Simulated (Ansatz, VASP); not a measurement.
# Ti in VASP and in Ansatz

```
Ti
1.0
     2.95000    0.00000    0.00000
    -1.47500    2.55477    0.00000
     0.00000    0.00000    4.49856
Ti
2
Direct
  0.33333 0.66667 0.25000
  0.66667 0.33333 0.75000
```

Change from the starting cell: strain -0.0400 x Voigt [0, 0, 1, 0, 0, 0], atoms carried along.

Alike in both runs: task single point; functional LDA; k mesh 18 × 18 × 10; occupations gaussian, width 0.15 eV; no spin polarisation.

|  | VASP | Ansatz |
| --- | --- | --- |
| version | VASP 6.6.1 | Ansatz 0.2.0 |
| potentials or method | VASP PAW LDA potentials, release 64 (Ti_sv), cutoff 520 eV | scalar-relativistic, plane waves, PAW |
| valence electrons in the cell | 24 | 24 |

VASP gave:

```
gap on the k mesh at the Fermi level (eV)                     : none
pressure (GPa)                                                : -6.0
traceless stress, the component that is largest in VASP (GPa) : 2.37
```

Question: Estimate Ansatz's values.

Answer: gap on the k mesh at the Fermi level (eV): none; pressure (GPa): -5.8; traceless stress, the component that is largest in VASP (GPa): 2.38.

LDA's correlation is that of Perdew and Zunger in VASP and of Perdew and Wang (1992) in Ansatz. A gap of «none» marks a metal or a gap that the smearing closes.
